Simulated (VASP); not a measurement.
# Ge (Fd-3m) in VASP: notebook

Ge is run at these levels: r2SCAN; tasks: single point, relaxation of cell and atoms.

Program: VASP 6.6.1. These are calculated values, not measurements. Logs are shortened: lines on timing, memory, paths and dates and some standing lists are left out, and cuts for length are marked.

**Measured values to compare with.**

“Temperature-dependent photoluminescence in Ge: experiment and theory”, 2020, arxiv:2003.00143 reports, for a bulk crystal of Ge at 0 K: band gap 0.744 eV (indirect).

How close the calculation comes is told below.

## Step 1: The cell of the first run

Symmetry: Fd-3m, No. 227, cubic system. Conventional cell: a = 5.675 Å, b = 5.675 Å, c = 5.675 Å, α = 90.00°, β = 90.00°, γ = 90.00°. Within 3.2 Å of Ge (site symmetry -43m) lie 4 Ge at 2.46 Å.

## Step 2: Single point, r2SCAN

Contents of POSCAR:

```
Ge
1.0
    0.0000000000      2.8375041525      2.8375041525
    2.8375041525      0.0000000000      2.8375041525
    2.8375041525      2.8375041525      0.0000000000
Ge
2
Direct
    0.0000000000      0.0000000000      0.0000000000
    0.2500000000      0.2500000000      0.2500000000
```

Contents of INCAR.step1:

```
  PREC = Accurate
  ENCUT = 520
  ISMEAR = 0
  SIGMA = 0.02
  LREAL = F
  LASPH = T
  NELM = 80
  NBANDS = 21
  GGA = PE
  ALGO = Normal
  EDIFF = 1E-4
  LWAVE = T
  LCHARG = F
```

Contents of INCAR.step2:

```
  PREC = Accurate
  ENCUT = 520
  EDIFF = 1E-7
  ISMEAR = 0
  SIGMA = 0.02
  LREAL = F
  LASPH = T
  NELM = 80
  ALGO = Normal
  ISIF = 2
  LWAVE = F
  LCHARG = F
  METAGGA = R2SCAN
  LMIXTAU = T
  NBANDS = 21
  ISTART = 1
```

Contents of KPOINTS:

```
Automatic mesh
0
Gamma
  12 12 12
```

Potentials or basis: VASP PAW PBE potentials, release 64 (Ge_d).

The run is started by

```bash
> cat potpaw_PBE.64/Ge_d/POTCAR > POTCAR
> cp INCAR.step1 INCAR
> mpirun -np 1 vasp_std > vasp.out
> cp INCAR.step2 INCAR
> mpirun -np 1 vasp_std > vasp.out
```

OUTCAR:

```text
PREC = Accurate
   ENCUT = 520
   EDIFF = 1E-7
   ISMEAR = 0
   LREAL = F
   LASPH = T
   NELM = 80
   ISIF = 2
   METAGGA = R2SCAN
   ISTART = 1

 ion  position               nearest neighbor table
   1  0.000  0.000  0.000-   2 2.46   2 2.46   2 2.46   2 2.46
   2  0.250  0.250  0.250-   1 2.46   1 2.46   1 2.46   1 2.46

  LATTYP: Found a face centered cubic cell.
 ALAT       =     5.6750083050

  Lattice vectors:

 A1 = (   0.0000000000,   2.8375041525,   2.8375041525)
 A2 = (   2.8375041525,   0.0000000000,   2.8375041525)
 A3 = (   2.8375041525,   2.8375041525,   0.0000000000)

Analysis of symmetry for initial positions (statically):
=====================================================================
 Subroutine PRICEL returns:
 Original cell was already a primitive cell.

 Routine SETGRP: Setting up the symmetry group for a
 face centered cubic supercell.

 Subroutine GETGRP returns: Found 48 space group operations
 (whereof 24 operations were pure point group operations)
 out of a pool of 48 trial point group operations.

The static configuration has the point symmetry T_d .
 The point group associated with its full space group is O_h .

Analysis of symmetry for dynamics (positions and initial velocities):
=====================================================================
 Subroutine PRICEL returns:
 Original cell was already a primitive cell.

 Routine SETGRP: Setting up the symmetry group for a
 face centered cubic supercell.

 Subroutine GETGRP returns: Found 48 space group operations
 (whereof 24 operations were pure point group operations)
 out of a pool of 48 trial point group operations.

The dynamic configuration has the point symmetry T_d .
 The point group associated with its full space group is O_h .

 Subroutine INISYM returns: Found 48 space group operations
 (whereof 24 operations are pure point group operations),
 and found     1 'primitive' translations

----------------------------------------------------------------------------------------

                                     Primitive cell

  volume of cell :      45.6919

  direct lattice vectors                    reciprocal lattice vectors
     0.000000000  2.837504153  2.837504153    -0.176211196  0.176211196  0.176211196
     2.837504153  0.000000000  2.837504153     0.176211196 -0.176211196  0.176211196
     2.837504153  2.837504153  0.000000000     0.176211196  0.176211196 -0.176211196

  length of vectors
     4.012836856  4.012836856  4.012836856     0.305206744  0.305206744  0.305206744

  position of ions in fractional coordinates (direct lattice)
     0.000000000  0.000000000  0.000000000
     0.250000000  0.250000000  0.250000000

  ion indices of the primitive-cell ions
   primitive index   ion index
                 1           1
                 2           2

----------------------------------------------------------------------------------------

 KPOINTS: Automatic mesh

Automatic generation of k-mesh.
 Grid dimensions read from file:
 generate k-points for:   12   12   12

 Generating k-lattice:

  Cartesian coordinates                     Fractional coordinates (reciprocal lattice)
    -0.014684266  0.014684266  0.014684266     0.083333333  0.000000000  0.000000000
     0.014684266 -0.014684266  0.014684266     0.000000000  0.083333333  0.000000000
     0.014684266  0.014684266 -0.014684266     0.000000000  0.000000000  0.083333333

  Length of vectors
     0.025433895  0.025433895  0.025433895

  Shift w.r.t. Gamma in fractional coordinates (k-lattice)
     0.000000000  0.000000000  0.000000000

 Subroutine IBZKPT returns following result:
 ===========================================

 Found     72 irreducible k-points:

 Following reciprocal coordinates:
            Coordinates               Weight
  0.000000  0.000000  0.000000      1.000000
  0.083333  0.000000  0.000000      8.000000
  0.166667  0.000000  0.000000      8.000000
  0.250000  0.000000  0.000000      8.000000
  0.333333  0.000000  0.000000      8.000000
  0.416667  0.000000  0.000000      8.000000
[... 51 lines left out ...]
      1     -20.7926      2.00000
      2     -20.7926      2.00000
      3     -20.7570      2.00000
      4     -20.6941      2.00000
      5     -20.6941      2.00000
      6     -20.5469      2.00000
[... 13 lines left out ...]
     20      14.1744      0.00000
     21      14.1744      0.00000

 k-point     6 :       0.4167    0.0000    0.0000
  band No.  band energies     occupation
      1     -20.7945      2.00000
      2     -20.7945      2.00000
      3     -20.7537      2.00000
      4     -20.6898      2.00000
      5     -20.6898      2.00000
      6     -20.5490      2.00000
[... 13 lines left out ...]
     20      15.3892      0.00000
     21      15.3892      0.00000

 k-point     7 :       0.5000    0.0000    0.0000
  band No.  band energies     occupation
      1     -20.7951      2.00000
      2     -20.7950      2.00000
      3     -20.7525      2.00000
      4     -20.6886      2.00000
      5     -20.6886      2.00000
      6     -20.5495      2.00000
[... 13 lines left out ...]
     20      16.4916      0.00000
     21      16.5447      0.00000
[... 291 lines left out ...]
      1     -20.7907      2.00000
      2     -20.7850      2.00000
      3     -20.7712      2.00000
      4     -20.7054      2.00000
      5     -20.6786      2.00000
      6     -20.5851      2.00000
[... 13 lines left out ...]
     20      14.6267      0.00000
     21      15.1564      0.00000

 k-point    21 :       0.3333    0.1667    0.0000
  band No.  band energies     occupation
      1     -20.8006      2.00000
      2     -20.7904      2.00000
      3     -20.7594      2.00000
      4     -20.6941      2.00000
      5     -20.6672      2.00000
      6     -20.5951      2.00000
[... 13 lines left out ...]
     20      15.0381      0.00000
     21      15.5101      0.00000

 k-point    22 :       0.4167    0.1667    0.0000
  band No.  band energies     occupation
      1     -20.8079      2.00000
      2     -20.7950      2.00000
      3     -20.7464      2.00000
      4     -20.6836      2.00000
      5     -20.6628      2.00000
      6     -20.5968      2.00000
[... 13 lines left out ...]
     20      15.4888      0.00000
     21      16.4460      0.00000

 k-point    23 :       0.5000    0.1667    0.0000
  band No.  band energies     occupation
      1     -20.8120      2.00000
      2     -20.7986      2.00000
      3     -20.7354      2.00000
      4     -20.6746      2.00000
      5     -20.6665      2.00000
      6     -20.5895      2.00000
[... 13 lines left out ...]
     20      16.3830      0.00000
     21      16.5487      0.00000

 k-point    24 :      -0.4167    0.1667    0.0000
  band No.  band energies     occupation
      1     -20.8122      2.00000
      2     -20.8011      2.00000
      3     -20.7297      2.00000
      4     -20.6759      2.00000
      5     -20.6681      2.00000
      6     -20.5758      2.00000
[... 13 lines left out ...]
     20      14.9108      0.00000
     21      15.6979      0.00000

 [... further k-points ...]

------------------------ aborting loop because EDIFF is reached ----------------------------------------

  FORCE on cell =-STRESS in cart. coord.  units (eV):
  Direction    XX          YY          ZZ          XY          YZ          ZX
  --------------------------------------------------------------------------------------
  -------------------------------------------------------------------------------------
  Total        0.0121819      0.0121819      0.0121819      0.0000000      0.0000000     -0.0000000
  in kB        0.4271540      0.4271540      0.4271540      0.0000000      0.0000000     -0.0000000
  external PRESSURE =       0.4271540 kB  Pullay stress =       0.0000000 kB

 VOLUME and BASIS-vectors are now :
 -----------------------------------------------------------------------------
  energy-cutoff  :      520.00
  volume of cell :       45.69
      direct lattice vectors                 reciprocal lattice vectors
     0.000000000  2.837504153  2.837504153    -0.176211196  0.176211196  0.176211196
     2.837504153  0.000000000  2.837504153     0.176211196 -0.176211196  0.176211196
     2.837504153  2.837504153  0.000000000     0.176211196  0.176211196 -0.176211196

 POSITION                                       TOTAL-FORCE (eV/Angst)
 -----------------------------------------------------------------------------------
      0.00000      0.00000      0.00000         0.000000      0.000000      0.000000
      1.41875      1.41875      1.41875        -0.000000     -0.000000     -0.000000
 -----------------------------------------------------------------------------------
    total drift:                                0.000000     -0.000000      0.000000

  FREE ENERGIE OF THE ION-ELECTRON SYSTEM (eV)
  ---------------------------------------------------
  free  energy   TOTEN  =       -27.7443981973 eV

  energy  without entropy=      -27.7443981973  energy(sigma->0) =      -27.74439820
```

It took 6.7 min on 1 thread of AMD EPYC 7R43 (Zen 3), shared host; peak memory 0.16 GiB.

What came out:

```
Free energy            : -27.7444 eV
Pressure               : 0.0 GPa
Band gap on the k mesh : 0.32 eV
```

Levels at points of the mesh, in eV from the valence-band top:
| k point | band 11 | band 12 | band 13 | band 14 | band 15 | band 16 | band 17 | band 18 |
| --- | --- | --- | --- | --- | --- | --- | --- | --- |
| (0.00, 0.00, 0.00) | -13.23 | 0.00 | 0.00 | 0.00 | 0.32 | 2.71 | 2.71 | 2.71 |
| (0.50, 0.00, 0.00) | -11.06 | -7.82 | -1.47 | -1.47 | 0.41 | 3.99 | 3.99 | 7.65 |
| (0.50, 0.50, 0.00) | -9.18 | -9.18 | -3.19 | -3.19 | 0.98 | 0.98 | 10.03 | 10.03 |

Caveat: the PAW data sets were made with another functional, which shifts forces and pressure a little.

## Step 3: Single point, r2SCAN (23.53 Å³/atom)

This run uses another cell than the first one, of 23.53 Å³/atom.

Contents of POSCAR:

```
Ge
1.0
    0.0000000000      2.8656000803      2.8656000803
    2.8656000803      0.0000000000      2.8656000803
    2.8656000803      2.8656000803      0.0000000000
Ge
2
Direct
    0.0000000000      0.0000000000      0.0000000000
    0.2500000000      0.2500000000      0.2500000000
```

Contents of INCAR.step1:

```
PREC = Accurate
ENCUT = 520
ISMEAR = 0
SIGMA = 0.02
LREAL = False
LASPH = True
NELM = 80
NBANDS = 21
GGA = PE
ALGO = Normal
EDIFF = 1E-4
LWAVE = True
LCHARG = False
```

Contents of INCAR.step2:

```
PREC = Accurate
ENCUT = 520
EDIFF = 1E-6
ISMEAR = 0
SIGMA = 0.02
LREAL = False
LASPH = True
NELM = 80
ALGO = Normal
ISIF = 2
LWAVE = False
LCHARG = True
METAGGA = R2SCAN
LMIXTAU = True
LELF = True
LVHAR = True
NBANDS = 21
ISTART = 1
```

Contents of KPOINTS:

```
regular mesh
0
Gamma
  12 12 12
```

Potentials or basis: VASP PAW PBE potentials, release 64 (Ge_d).

The run is started by

```bash
> cat potpaw_PBE.64/Ge_d/POTCAR > POTCAR
> cp INCAR.step1 INCAR
> mpirun -np 1 vasp_std > vasp.out
> cp INCAR.step2 INCAR
> mpirun -np 1 vasp_std > vasp.out
```

Run time: 5.1 min. Hardware: 1 thread of AMD EPYC 7R43 (Zen 3), shared host; peak memory 0.17 GiB.

Results (log left out):

```yaml
Free_energy: -27.7367 eV
Pressure: -1.9 GPa
Band_gap_on_the_k_mesh: 0.04 eV
```

Levels at points of the mesh, in eV from the valence-band top:
```csv
k point,band 12,band 13,band 14,band 15,band 16,band 17
"(0.00, 0.00, 0.00)",0.00,0.00,0.00,0.04,2.70,2.70
"(0.50, 0.00, 0.00)",-7.69,-1.42,-1.42,0.32,3.98,3.98
"(0.50, 0.50, 0.00)",-9.07,-3.09,-3.09,1.02,1.02,9.77
```

Caveat: the PAW data sets were made with another functional, which shifts forces and pressure a little. A k mesh can miss the band edges.

## Step 4: Single point, r2SCAN (24.22 Å³/atom)

This run uses another cell than the first one, of 24.22 Å³/atom.

Contents of POSCAR:

```
Ge
1.0
    0.0000000000      2.8931556176      2.8931556176
    2.8931556176      0.0000000000      2.8931556176
    2.8931556176      2.8931556176      0.0000000000
Ge
2
Direct
    0.0000000000      0.0000000000      0.0000000000
    0.2500000000      0.2500000000      0.2500000000
```

Contents of INCAR.step1:

```
PREC     = Accurate       # precision mode
ENCUT    = 520            # plane-wave cutoff, eV
ISMEAR   = 0              # smearing method
SIGMA    = 0.02           # smearing width, eV
LREAL    = False          # projectors in reciprocal space
LASPH    = True           # aspherical terms in the spheres
NELM     = 100            # most SCF steps
NBANDS   = 21             # bands
GGA      = PE             # functional
ALGO     = Normal         # electronic algorithm
EDIFF    = 1E-4           # SCF threshold, eV
LWAVE    = True           # write WAVECAR
LCHARG   = False          # write CHGCAR
```

Contents of INCAR.step2:

```
PREC     = Accurate       # precision mode
ENCUT    = 520            # plane-wave cutoff, eV
EDIFF    = 1E-7           # SCF threshold, eV
ISMEAR   = 0              # smearing method
SIGMA    = 0.02           # smearing width, eV
LREAL    = False          # projectors in reciprocal space
LASPH    = True           # aspherical terms in the spheres
NELM     = 100            # most SCF steps
ALGO     = Normal         # electronic algorithm
ISIF     = 2              # what is computed and relaxed
LWAVE    = False          # write WAVECAR
LCHARG   = True           # write CHGCAR
METAGGA  = R2SCAN         # meta-GGA
LMIXTAU  = True         
LELF     = True           # ELF
LVHAR    = True         
NBANDS   = 21             # bands
ISTART   = 1
```

KPOINTS is that of step 3.

The run is started by

```bash
> cat potpaw_PBE.64/Ge_d/POTCAR > POTCAR
> cp INCAR.step1 INCAR
> mpirun -np 1 vasp_std > vasp.out
> cp INCAR.step2 INCAR
> mpirun -np 1 vasp_std > vasp.out
```

It took 5.6 min on 1 thread of AMD EPYC 7R43 (Zen 3), shared host; peak memory 0.18 GiB.

It converged, with:

```yaml
Free_energy: -27.7138 eV
Pressure: -3.5 GPa
Band_gap_on_the_k_mesh: zero (filled and empty bands touch)
```

Levels at points of the mesh, in eV from the Fermi level:
| k point | band 10 | band 11 | band 12 | band 13 | band 14 | band 15 | band 16 | band 17 | band 18 | band 19 |
| --- | --- | --- | --- | --- | --- | --- | --- | --- | --- | --- |
| (0.00, 0.00, 0.00) | -25.18 | -12.80 | -0.24 | -0.01 | -0.01 | -0.01 | 2.68 | 2.68 | 2.68 | 6.86 |
| (0.50, 0.00, 0.00) | -25.16 | -10.77 | -7.57 | -1.38 | -1.38 | 0.22 | 3.95 | 3.95 | 7.58 | 10.74 |
| (0.50, 0.50, 0.00) | -25.15 | -8.97 | -8.97 | -2.99 | -2.99 | 1.04 | 1.04 | 9.52 | 9.52 | 11.64 |

Caveat: the cell stands under tension; semilocal functionals underestimate gaps, so a narrow gap can read as zero; the PAW data sets were made with another functional, which shifts forces and pressure a little.

## Step 5: Relaxation of cell and atoms, r2SCAN

This run uses another cell than the first one, of 22.64 Å³/atom.

Contents of POSCAR:

```
Ge
1.0
    0.0000000000      2.8289100000      2.8289100000
    2.8289100000      0.0000000000      2.8289100000
    2.8289100000      2.8289100000      0.0000000000
Ge
2
Direct
    0.0000000000      0.0000000000      0.0000000000
    0.2500000000      0.2500000000      0.2500000000
```

Contents of INCAR.step1:

```
ALGO = Normal ; EDIFF = 1E-4
ENCUT = 600 ; GGA = PE
ISMEAR = 0 ; LASPH = T
LCHARG = F ; LREAL = F
LWAVE = T ; NELM = 60
PREC = Accurate ; SIGMA = 0.02
```

Contents of INCAR.step2:

```
ALGO = Normal ; EDIFF = 1E-6
EDIFFG = -0.005 ; ENCUT = 600
IBRION = 2 ; ISIF = 3
ISMEAR = 0 ; ISTART = 1
LASPH = T ; LCHARG = F
LMIXTAU = T ; LREAL = F
LWAVE = F ; METAGGA = R2SCAN
NELM = 60 ; NSW = 100
PREC = Accurate ; SIGMA = 0.02
```

Contents of KPOINTS:

```
k-points
0
Gamma
  12 12 12
```

The run is started by

```bash
> cat potpaw_PBE.64/Ge_d/POTCAR > POTCAR
> cp INCAR.step1 INCAR
> mpirun -np 1 vasp_std > vasp.out
> cp INCAR.step2 INCAR
> mpirun -np 1 vasp_std > vasp.out
```

Wall time 16 min (1 thread of AMD EPYC 7R43 (Zen 3), shared host); peak memory 0.19 GiB.

The run converged. Its results:

- Free energy: -27.7458 eV
- Relaxed volume: 22.87 Å³/atom
- Relaxed cell: a = 4.014 Å, b = 4.014 Å, c = 4.014 Å, α = 60.00°, β = 60.00°, γ = 60.00°
- Space group after relaxing (to 0.1 Å): Fd-3m (No. 227)
- Energy gained by relaxing: 0.6 meV/atom
- Ionic steps: 3
- Pressure after relaxing: 0.0 GPa
- Band gap on the k mesh: 0.31 eV

Step by step:
| step | energy change (eV) | largest force (eV/Å) | pressure (GPa) | volume (Å³) |
| --- | --- | --- | --- | --- |
| 1 | 0.0000 | 0.0000 | 0.79 | 45.28 |
| 2 | -0.0008 | 0.0000 | -0.32 | 46.02 |
| 3 | -0.0011 | 0.0000 | 0.03 | 45.74 |

Final structure:
```yaml
crystal:
  lattice:
    - [0.00000, 2.83848, 2.83848]
    - [2.83848, 0.00000, 2.83848]
    - [2.83848, 2.83848, 0.00000]
  atoms:
    - { symbol: Ge, position: [0.00000, 0.00000, 0.00000] }
    - { symbol: Ge, position: [0.25000, 0.25000, 0.25000] }
```

Levels at points of the mesh, in eV from the valence-band top:
```tsv
k point	band 10	band 11	band 12	band 13	band 14	band 15	band 16	band 17	band 18
(0.00, 0.00, 0.00)	-25.21	-13.22	0.00	0.00	0.00	0.31	2.71	2.71	2.71
(0.50, 0.00, 0.00)	-25.19	-11.06	-7.82	-1.47	-1.47	0.41	3.99	3.99	7.65
(0.50, 0.50, 0.00)	-25.17	-9.18	-9.18	-3.19	-3.19	0.99	0.99	10.02	10.02
```

Caveat: the PAW data sets were made with another functional, which shifts forces and pressure a little. A k mesh can miss the band edges.

## Step 6: Summary

| task | cell | cutoff (eV) | gap on the mesh (eV) | pressure (GPa) |
| --- | --- | --- | --- | --- |
| single point | a = 4.013 Å, angles 60.0°, 2 atoms | 520 | 0.32 | 0.0 |
| single point | a = 4.053 Å, angles 60.0°, 2 atoms | 520 | 0.04 | -1.9 |
| single point | a = 4.092 Å, angles 60.0°, 2 atoms | 520 | none | -3.5 |
| relaxation of cell and atoms | relaxed from a = 4.001 Å, angles 60.0°, 2 atoms | 600 | 0.31 | 0.0 |

Alike in all rows: level r2SCAN; potentials or basis VASP PAW PBE potentials, release 64 (Ge_d); no spin polarisation; k mesh 12 × 12 × 12; smearing gaussian 0.02 eV.

Caveats: the PAW data sets were made with another functional, which shifts forces and pressure a little; the cell stands under tension (at least some runs); semilocal functionals underestimate gaps, so a narrow gap can read as zero (at least some runs).

Total energies depend on the potentials used, so only differences within one code and one set of settings carry meaning.

## Step 7: How close it comes

Step 2. A measured gap of Ge is 0.744 eV (indirect; 0 K; “Temperature-dependent photoluminescence in Ge: experiment and theory”, 2020, arxiv:2003.00143); the calculated 0.32 eV misses it by -0.43 eV. 3 values of this kind are on record (0.666 to 0.807 eV); this one was drawn at random among those near their median. Spin-orbit coupling on Ge is left out. The value is that of r2SCAN on a finite k mesh, which can miss the band edges, without temperature or zero-point motion.
